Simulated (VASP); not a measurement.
# BaLiMnF (P4/nmm) in VASP: single point with PBE

Aim: the single point of BaLiMnF with PBE.

Program: VASP 6.6.1. These are calculated values, not measurements. Logs are shortened: lines on timing, memory, paths and dates and some standing lists are left out, and cuts for length are marked.

## Step 1: The cell of the first run

Symmetry: P4/nmm, No. 129, tetragonal system. The conventional cell has a = 4.097 Å, b = 4.097 Å, c = 9.570 Å, α = 90.00°, β = 90.00°, γ = 90.00°. Within 3.5 Å of Ba (site symmetry 4mm) lie 4 F at 2.63 Å and 4 Li at 3.38 Å. Mn (site symmetry -4m2) has 4 Li at 2.47 Å and 4 Mn at 2.90 Å within 3.3 Å. Li (site symmetry 4mm) has 4 Mn at 2.47 Å and 4 Ba at 3.38 Å within 3.4 Å. F (site symmetry -4m2) has 4 Ba at 2.63 Å and 4 F at 2.90 Å within 3.5 Å.

## Step 2: Single point, PBE

File INCAR:

```
PREC     = Accurate       # precision mode
ENCUT    = 880            # plane-wave cutoff, eV
EDIFF    = 1E-6           # SCF threshold, eV
ISMEAR   = -1             # smearing method
SIGMA    = 0.0391         # smearing width, eV
LREAL    = F              # projectors in reciprocal space
LASPH    = T              # aspherical terms in the spheres
NELM     = 120            # most SCF steps
ALGO     = Normal         # electronic algorithm
ISIF     = 2              # what is computed and relaxed
LWAVE    = F              # write WAVECAR
LCHARG   = T              # write CHGCAR
GGA      = PE             # functional
LELF     = T              # ELF
LVHAR    = T            
NBANDS   = 45             # bands
GGA_COMPAT= F
```

File KPOINTS:

```
regular mesh
0
Gamma
  4 4 2
```

File POSCAR:

```
BaLiMnF
1.0
    4.0973319764      0.0000000000      0.0000000000
    0.0000000000      4.0973319764      0.0000000000
    0.0000000000      0.0000000000      9.5700149791
Ba Mn Li F
2 2 2 2
Direct
    0.2500000000      0.2500000000      0.3268479812
    0.7500000000      0.7500000000      0.6731520188
    0.2500000000      0.7500000000      0.0000000000
    0.7500000000      0.2500000000      0.0000000000
    0.7500000000      0.7500000000      0.1442574857
    0.2500000000      0.2500000000      0.8557425143
    0.2500000000      0.7500000000      0.5000000000
    0.7500000000      0.2500000000      0.5000000000
```

Potentials or basis: VASP PAW PBE potentials, release 64 (Ba_sv, Mn_sv, Li_sv, F).

Command:

```console
cat potpaw_PBE.64/Ba_sv/POTCAR potpaw_PBE.64/Mn_sv/POTCAR potpaw_PBE.64/Li_sv/POTCAR potpaw_PBE.64/F/POTCAR > POTCAR
mpirun -np 1 vasp_std > vasp.out
```

OUTCAR:

```text
PREC = Accurate
   ENCUT = 880
   EDIFF = 1E-6
   ISMEAR = -1
   LREAL = F
   LASPH = T
   NELM = 120
   ISIF = 2
   GGA = PE

 ion  position               nearest neighbor table
   1  0.250  0.250  0.327-   7 2.63   8 2.63   7 2.63   8 2.63   5 3.38   5 3.38   5 3.38   5 3.38
                             4 3.74   3 3.74   4 3.74   3 3.74   2 4.40   2 4.40   2 4.40   2 4.40
   2  0.750  0.750  0.673-   7 2.63   8 2.63   8 2.63   7 2.63   6 3.38   6 3.38   6 3.38   6 3.38
                             3 3.74   4 3.74   4 3.74   3 3.74   1 4.40   1 4.40   1 4.40   1 4.40
   3  0.250  0.750  0.000-   5 2.47   6 2.47   6 2.47   5 2.47   1 3.74   1 3.74   2 3.74   2 3.74

   4  0.750  0.250  0.000-   5 2.47   6 2.47   5 2.47   6 2.47   2 3.74   1 3.74   1 3.74   2 3.74

   5  0.750  0.750  0.144-   3 2.47   4 2.47   4 2.47   3 2.47   1 3.38   1 3.38   1 3.38   1 3.38

   6  0.250  0.250  0.856-   3 2.47   4 2.47   3 2.47   4 2.47   2 3.38   2 3.38   2 3.38   2 3.38

   7  0.250  0.750  0.500-   1 2.63   2 2.63   1 2.63   2 2.63
   8  0.750  0.250  0.500-   1 2.63   2 2.63   2 2.63   1 2.63

  LATTYP: Found a simple tetragonal cell.
 ALAT       =     4.0973319764
 C/A-ratio  =     2.3356699028

  Lattice vectors:

 A1 = (   4.0973319764,   0.0000000000,   0.0000000000)
 A2 = (   0.0000000000,   4.0973319764,   0.0000000000)
 A3 = (   0.0000000000,   0.0000000000,   9.5700149791)

Analysis of symmetry for initial positions (statically):
=====================================================================
 Subroutine PRICEL returns:
 Original cell was already a primitive cell.

 Routine SETGRP: Setting up the symmetry group for a
 simple tetragonal supercell.

 Subroutine GETGRP returns: Found 16 space group operations
 (whereof  4 operations were pure point group operations)
 out of a pool of 16 trial point group operations.

The static configuration has the point symmetry C_2h.
 The point group associated with its full space group is D_4h.

Analysis of symmetry for dynamics (positions and initial velocities):
=====================================================================
 Subroutine PRICEL returns:
 Original cell was already a primitive cell.

 Routine SETGRP: Setting up the symmetry group for a
 simple tetragonal supercell.

 Subroutine GETGRP returns: Found 16 space group operations
 (whereof  4 operations were pure point group operations)
 out of a pool of 16 trial point group operations.

The dynamic configuration has the point symmetry C_2h.
 The point group associated with its full space group is D_4h.

 Subroutine INISYM returns: Found 16 space group operations
 (whereof  4 operations are pure point group operations),
 and found     1 'primitive' translations

----------------------------------------------------------------------------------------

                                     Primitive cell

  volume of cell :     160.6626

  direct lattice vectors                    reciprocal lattice vectors
     4.097331976  0.000000000  0.000000000     0.244061259  0.000000000  0.000000000
     0.000000000  4.097331976  0.000000000     0.000000000  0.244061259  0.000000000
     0.000000000  0.000000000  9.570014979     0.000000000  0.000000000  0.104493044

  length of vectors
     4.097331976  4.097331976  9.570014979     0.244061259  0.244061259  0.104493044

  position of ions in fractional coordinates (direct lattice)
     0.250000000  0.250000000  0.326847981
     0.750000000  0.750000000  0.673152019
     0.250000000  0.750000000  0.000000000
     0.750000000  0.250000000  0.000000000
     0.750000000  0.750000000  0.144257486
     0.250000000  0.250000000  0.855742514
     0.250000000  0.750000000  0.500000000
     0.750000000  0.250000000  0.500000000

  ion indices of the primitive-cell ions
   primitive index   ion index
                 1           1
                 2           2
                 3           3
                 4           4
                 5           5
                 6           6
                 7           7
                 8           8

----------------------------------------------------------------------------------------

 KPOINTS: regular mesh

Automatic generation of k-mesh.
 Grid dimensions read from file:
 generate k-points for:    4    4    2

 Generating k-lattice:

  Cartesian coordinates                     Fractional coordinates (reciprocal lattice)
     0.061015315  0.000000000  0.000000000     0.250000000  0.000000000  0.000000000
     0.000000000  0.061015315  0.000000000     0.000000000  0.250000000  0.000000000
     0.000000000  0.000000000  0.052246522     0.000000000  0.000000000  0.500000000

  Length of vectors
     0.061015315  0.061015315  0.052246522

  Shift w.r.t. Gamma in fractional coordinates (k-lattice)
     0.000000000  0.000000000  0.000000000

 Subroutine IBZKPT returns following result:
 ===========================================

 Found     12 irreducible k-points:

 Following reciprocal coordinates:
            Coordinates               Weight
  0.000000  0.000000  0.000000      1.000000
  0.250000  0.000000  0.000000      4.000000
  0.500000  0.000000  0.000000      2.000000
  0.250000  0.250000  0.000000      4.000000
  0.500000  0.250000  0.000000      4.000000
  0.500000  0.500000  0.000000      1.000000
  0.000000  0.000000  0.500000      1.000000
  0.250000  0.000000  0.500000      4.000000
  0.500000  0.000000  0.500000      2.000000
  0.250000  0.250000  0.500000      4.000000
  0.500000  0.250000  0.500000      4.000000
  0.500000  0.500000  0.500000      1.000000
   k-points           NKPTS =     12   k-points in BZ     NKDIM =     12   number of bands    NBANDS=     45
   number of dos      NEDOS =    301   number of ions     NIONS =      8
   total plane-waves  NPLWV = 153600
   dimension x,y,z NGX =    40 NGY =   40 NGZ =   96
   dimension x,y,z NGXF=    80 NGYF=   80 NGZF=  192
   ions per type =               2   2   2   2
   NGX,Y,Z   is equivalent  to a cutoff of  16.23, 16.23, 16.68 a.u.
   NGXF,Y,Z  is equivalent  to a cutoff of  32.46, 32.46, 33.35 a.u.
 SYSTEM =  unknown system
   PREC   = accura    normal or accurate (medium, high low for compatibility)
   ISTART =      0    job   : 0-new  1-cont  2-samecut
   ICHARG =      2    charge: 1-file 2-atom 10-const
   ISPIN  =      1    spin polarized calculation?
   LNONCOLLINEAR =      F non collinear calculations
   LSORBIT =      F    spin-orbit coupling
   LASPH  =      T    aspherical Exc in radial PAW
   ENCUT  =  880.0 eV  64.68 Ry    8.04 a.u.   9.91  9.91 23.15*2*pi/ulx,y,z
   NELM   =    120;   NELMIN=  2; NELMDL= -5     # of ELM steps
   EDIFF  = 0.1E-05   stopping-criterion for ELM
   LREAL  =      F    real-space projection
   EDIFFG = 0.1E-04   stopping-criterion for IOM
   NSW    =      0    number of steps for IOM
   IBRION =     -1    ionic relax: 0-MD 1-quasi-New 2-CG
   NFREE  =      0    steps in history (QN), initial steepest desc. (CG)
   ISIF   =      2    stress and relaxation
   ISYM   =      2    0-nonsym 1-usesym 2-fastsym
   POTIM  = 0.5000    time-step for ionic-motion
   TEBEG  =    0.0;   TEEND  =   0.0 temperature during run
   PSTRESS=    0.0 pullay stress
   NELECT =      70.0000    total number of electrons
   NUPDOWN=      -1.0000    fix difference up-down
   EMIN   =  10.00;   EMAX   =-10.00  energy-range for DOS
   EFERMI =   0.00;   METHOD = LEGACY
   ISMEAR =    -1;   SIGMA  =   0.04  broadening in eV -4-tet -1-fermi 0-gaus
   EFERMI_NEDOS =   21; number of points for ismear=-14 and -15
   IALGO  =     38    algorithm
   IMIX   =      4    mixing-type and parameters
     AMIX     =   0.40;   BMIX     =  1.00
     AMIX_MAG =   1.60;   BMIX_MAG =  1.00
  volume/ion in A,a.u.               =      20.08       135.53
  Fermi-wavevector in a.u.,A,eV,Ry     =   1.241088  2.345316 20.957042  1.540299
  Thomas-Fermi vector in A             =   2.375501
   LORBIT       =      0    0 simple, 1 ext, 2 COOP (PROOUT), +10 PAW based schemes
   GGA     = PE    functional components
   LHFCALC =     F    Hartree Fock is set to
   AEXX    =    0.0000 exact exchange contribution
   IVDW    =     0    specifies the selected vdW correction
   LEPSILON=     F    determine dielectric tensor
   LRPA    =     F    only Hartree local field effects (RPA)
 non-spin polarized calculation
  energy-cutoff  :      880.00
  volume of cell :      160.66
 maximum number of plane-waves:      9548
 NGX is ok and might be reduce to    40
   NGX = 19   NGY = 19   NGZ = 47

 number of electron      69.9999995 magnetization

 Free energy of the ion-electron system (eV)
  ---------------------------------------------------
  ext. energy  EPLUGINS =         0.00000000
  ---------------------------------------------------
  free energy    TOTEN  =       -34.96884154 eV

  energy without entropy =      -34.91511470  energy(sigma->0) =      -34.94197812

 E-fermi :   3.9383     XC(G=0):  -9.3000

 val. band max:        3.9234516494   @ k =   0.5000   0.2500   0.0000
 cond. band min:       3.9680964824   @ k =   0.5000   0.0000   0.0000
 fundamental gap:      0.0446448331
 Fermi energy:         3.9383320984

 k-point     1 :       0.0000    0.0000    0.0000
  band No.  band energies     occupation
      1     -74.7807      2.00000
      2     -74.7668      2.00000
      3     -43.6294      2.00000
      4     -43.6294      2.00000
      5     -43.5561      2.00000
      6     -43.5561      2.00000
[... 37 lines left out ...]
     44       6.2577      0.00000
     45       8.3014      0.00000

 k-point     2 :       0.2500    0.0000    0.0000
  band No.  band energies     occupation
      1     -74.7787      2.00000
      2     -74.7688      2.00000
      3     -43.6200      2.00000
      4     -43.6187      2.00000
      5     -43.5683      2.00000
      6     -43.5669      2.00000
[... 37 lines left out ...]
     44       6.9422      0.00000
     45       7.5847      0.00000

 k-point     3 :       0.5000    0.0000    0.0000
  band No.  band energies     occupation
      1     -74.7737      2.00000
      2     -74.7737      2.00000
      3     -43.5955      2.00000
      4     -43.5955      2.00000
      5     -43.5928      2.00000
      6     -43.5928      2.00000
[... 37 lines left out ...]
     44       6.9092      0.00000
     45       7.3384      0.00000

 k-point     4 :       0.2500    0.2500    0.0000
  band No.  band energies     occupation
      1     -74.7772      2.00000
      2     -74.7702      2.00000
      3     -43.6353      2.00000
      4     -43.5988      2.00000
      5     -43.5896      2.00000
      6     -43.5528      2.00000
[... 325 lines left out ...]
     44       6.9576      0.00000
     45       7.3415      0.00000

 k-point    11 :       0.5000    0.2500    0.5000
  band No.  band energies     occupation
      1     -74.7737      2.00000
      2     -74.7737      2.00000
      3     -43.6271      2.00000
      4     -43.6271      2.00000
      5     -43.5623      2.00000
      6     -43.5623      2.00000
[... 37 lines left out ...]
     44       6.5971      0.00000
     45       8.2502      0.00000

 k-point    12 :       0.5000    0.5000    0.5000
  band No.  band energies     occupation
      1     -74.7737      2.00000
      2     -74.7737      2.00000
      3     -43.6411      2.00000
      4     -43.6411      2.00000
      5     -43.5495      2.00000
      6     -43.5495      2.00000
[... 37 lines left out ...]
     44       5.8751      0.00000
     45       9.5032      0.00000

------------------------ aborting loop because EDIFF is reached ----------------------------------------

  FORCE on cell =-STRESS in cart. coord.  units (eV):
  Direction    XX          YY          ZZ          XY          YZ          ZX
  --------------------------------------------------------------------------------------
  -------------------------------------------------------------------------------------
  Total        0.5635640      0.5635640      0.7928343      0.0000000     -0.0000000      0.0000000
  in kB        5.6200332      5.6200332      7.9063875      0.0000000     -0.0000000      0.0000000
  external PRESSURE =       6.3821513 kB  Pullay stress =       0.0000000 kB

 VOLUME and BASIS-vectors are now :
 -----------------------------------------------------------------------------
  energy-cutoff  :      880.00
  volume of cell :      160.66
      direct lattice vectors                 reciprocal lattice vectors
     4.097331976  0.000000000  0.000000000     0.244061259  0.000000000  0.000000000
     0.000000000  4.097331976  0.000000000     0.000000000  0.244061259  0.000000000
     0.000000000  0.000000000  9.570014979     0.000000000  0.000000000  0.104493044

 POSITION                                       TOTAL-FORCE (eV/Angst)
 -----------------------------------------------------------------------------------
      1.02433      1.02433      3.12794         0.000000      0.000000     -0.139281
      3.07300      3.07300      6.44207         0.000000      0.000000      0.139281
      1.02433      3.07300      0.00000         0.000000     -0.000000      0.000000
      3.07300      1.02433      0.00000        -0.000000      0.000000      0.000000
      3.07300      3.07300      1.38055         0.000000      0.000000     -0.007543
      1.02433      1.02433      8.18947         0.000000      0.000000      0.007543
      1.02433      3.07300      4.78501         0.000000      0.000000     -0.000000
      3.07300      1.02433      4.78501         0.000000      0.000000     -0.000000
 -----------------------------------------------------------------------------------
    total drift:                                0.000000      0.000000      0.000000

  FREE ENERGIE OF THE ION-ELECTRON SYSTEM (eV)
  ---------------------------------------------------
  free  energy   TOTEN  =       -34.9688415427 eV

  energy  without entropy=      -34.9151146992  energy(sigma->0) =      -34.94197812
```

Run time: 4.3 min. Hardware: 1 thread of Intel Xeon Platinum 8375C at 2.90GHz (Ice Lake), shared host; peak memory 0.5 GiB.

What came out:

```
Free energy            : -34.9688 eV
Pressure               : 0.6 GPa
Largest force          : 0.139 eV/Å
Band gap on the k mesh : zero (bands 35 and 36 overlap by 0.57 eV)
```

Forces on the atoms (eV/Å):
```
Ba   0.000  0.000 -0.139
Ba   0.000  0.000  0.139
Mn   0.000  0.000  0.000
Mn   0.000  0.000  0.000
Li   0.000  0.000 -0.008
Li   0.000  0.000  0.008
F    0.000  0.000  0.000
F    0.000  0.000  0.000
```

Levels at points of the mesh, in eV from the Fermi level:
| k point | band 31 | band 32 | band 33 | band 34 | band 35 | band 36 | band 37 | band 38 | band 39 | band 40 |
| --- | --- | --- | --- | --- | --- | --- | --- | --- | --- | --- |
| (0.00, 0.00, 0.00) | -0.92 | -0.89 | -0.89 | -0.14 | 0.32 | 0.32 | 0.45 | 0.68 | 1.19 | 1.28 |
| (0.50, 0.00, 0.00) | -0.64 | -0.64 | -0.61 | -0.61 | -0.25 | -0.25 | 0.03 | 0.03 | 0.94 | 0.94 |
| (0.50, 0.50, 0.00) | -0.56 | -0.56 | -0.14 | -0.14 | -0.06 | -0.06 | 0.50 | 0.50 | 0.55 | 0.55 |
| (0.00, 0.00, 0.50) | -1.16 | -0.88 | -0.88 | -0.05 | 0.32 | 0.32 | 0.65 | 0.68 | 1.19 | 1.45 |
| (0.50, 0.00, 0.50) | -0.67 | -0.67 | -0.61 | -0.61 | -0.25 | -0.25 | 0.03 | 0.03 | 1.03 | 1.03 |
| (0.50, 0.50, 0.50) | -0.54 | -0.54 | -0.18 | -0.18 | -0.06 | -0.06 | 0.50 | 0.50 | 0.56 | 0.56 |

Caveat: the k points lie up to 0.38 Å⁻¹ apart, too coarse for converged energies and pressures of a metal; spin-orbit coupling is left out, which moves the levels of the heavy elements; the run has no spin polarisation, though such a crystal can be magnetic. Spin polarisation is off, so any magnetic state and its effect on volume and gap are missing.

The gap in the log of VASP goes by the Fermi energy; the results here count the filled bands.